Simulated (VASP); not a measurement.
Here is a VASP 6.6.1 calculation.

Contents of INCAR:

```
SYSTEM = Co
PREC = Accurate
ENCUT = 520
EDIFF = 1E-6
ISMEAR = 0
SIGMA = 0.1
LREAL = .FALSE.
LASPH = .TRUE.
NELM = 150
ALGO = Normal
ISIF = 2
LWAVE = .FALSE.
LCHARG = .FALSE.
ISPIN = 2
MAGMOM = 1.8 1.8 1.8
LORBIT = 11
LMAXMIX = 4
LDIPOL = .TRUE.
IDIPOL = 3
DIPOL = 0.5 0.5 0.499
GGA = PS
NBANDS = 24
```

File KPOINTS:

```
regular mesh
0
G
  12 12 1
  0 0 0
```

File POSCAR:

```
Co
1.0
    2.4564189030      0.0000000000      0.0000000000
   -1.2282094515      2.1273211723      0.0000000000
    0.0000000000      0.0000000000     20.9694710870
Co
3
Direct
    0.6666666667      0.3333333333      0.4053511872
    0.3333333333      0.6666666667      0.4986447858
    0.6666666667      0.3333333333      0.5919287238
```

Potentials or basis: VASP PAW PBE potentials, release 64 (Co).

Run with:

```sh
$ cat potpaw_PBE.64/Co/POTCAR > POTCAR
$ mpirun -np 1 vasp_std > vasp.out
```

Predict the largest force.

0.047 eV/Å.

Estimate the net moment.

5.05 μB per cell.

Estimate the site moments.

Co +1.71, +1.65 μB.

Forces in eV/Å, atoms in the order of the input:
```
Co   0.000  0.000  0.047
Co   0.000  0.000  0.000
Co   0.000  0.000 -0.047
```

Caveat: the PAW data sets were made with another functional, which shifts forces and pressure a little.
